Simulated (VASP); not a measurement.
A run of VASP 6.6.1:

File INCAR:

```
SYSTEM = CdI2
PREC = Accurate
ENCUT = 400
EDIFF = 1E-8
ISMEAR = -1
SIGMA = 0.03
LREAL = .FALSE.
LASPH = .TRUE.
NELM = 120
ALGO = Normal
ISIF = 2
LWAVE = .FALSE.
LCHARG = .FALSE.
GGA = PS
LEFG = .TRUE.
NBANDS = 20
GGA_COMPAT = .FALSE.
```

KPOINTS

```
Automatic mesh
0
G
  8 8 5
  0 0 0
```

Contents of POSCAR:

```
CdI2
1.0
    4.1866408427      0.0000000000      0.0000000000
   -2.0933204213      3.6257373262      0.0000000000
    0.0000000000      0.0000000000      6.7662994471
Cd I
1 2
Direct
    0.0000000000      0.0000000000      0.0000000000
    0.3333333333      0.6666666667      0.2492000000
    0.6666666667      0.3333333333      0.7508000000
```

Potentials or basis: VASP PAW PBE potentials, release 64 (Cd, I).

The run is started by

```bash
$ cat potpaw_PBE.64/Cd/POTCAR potpaw_PBE.64/I/POTCAR > POTCAR
$ mpirun -np 1 vasp_std > vasp.out
```

Hardware: 1 thread of AMD EPYC 9R45 96-Core Processor (Zen 5), on a shared host.

Problem. How long does it take, and how much memory?

Solution. It took 35 s on 1 thread of AMD EPYC 9R45 96-Core Processor (Zen 5) (shared host), peak memory 0.18 GiB. Counts: scf iterations 17, k points 40.
